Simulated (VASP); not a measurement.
A run of VASP 6.6.1 is set up as follows.

INCAR

```
PREC = Accurate
ENCUT = 600
EDIFF = 1E-7
ISMEAR = -1
SIGMA = 0.05
LREAL = False
LASPH = True
NELM = 80
ALGO = Normal
ISIF = 3
LWAVE = False
LCHARG = False
GGA = PE
IBRION = 2
NSW = 60
EDIFFG = -0.01
```

Contents of KPOINTS:

```
regular mesh
0
Gamma
  9 9 3
```

The input POSCAR:

```
SnCl
1.0
    3.4975457026      0.0000000000      0.0000000000
   -1.7487728513      3.0289634293      0.0000000000
    0.0000000000      0.0000000000     10.0622090000
Sn Cl
2 2
Direct
    0.6666666667      0.3333333333      0.8205100000
    0.3333333333      0.6666666667      0.3205100000
    0.6666666667      0.3333333333      0.5544910000
    0.3333333333      0.6666666667      0.0544910000
```

Potentials or basis: VASP PAW PBE potentials, release 64 (Sn_d, Cl).

The run is started by

```bash
$ cat potpaw_PBE.64/Sn_d/POTCAR potpaw_PBE.64/Cl/POTCAR > POTCAR
$ mpirun -np 1 vasp_std > vasp.out
```

(1) What does it give for the band gap on the k mesh?

(2) Estimate the relaxed volume.

## Answers

(1) zero (band 21 reaches 7.06 eV, above the bottom of band 22 at 3.37 eV).

(2) 27.07 Å³/atom.

Caveat: spin-orbit coupling is left out, which moves the levels of the heavy elements.
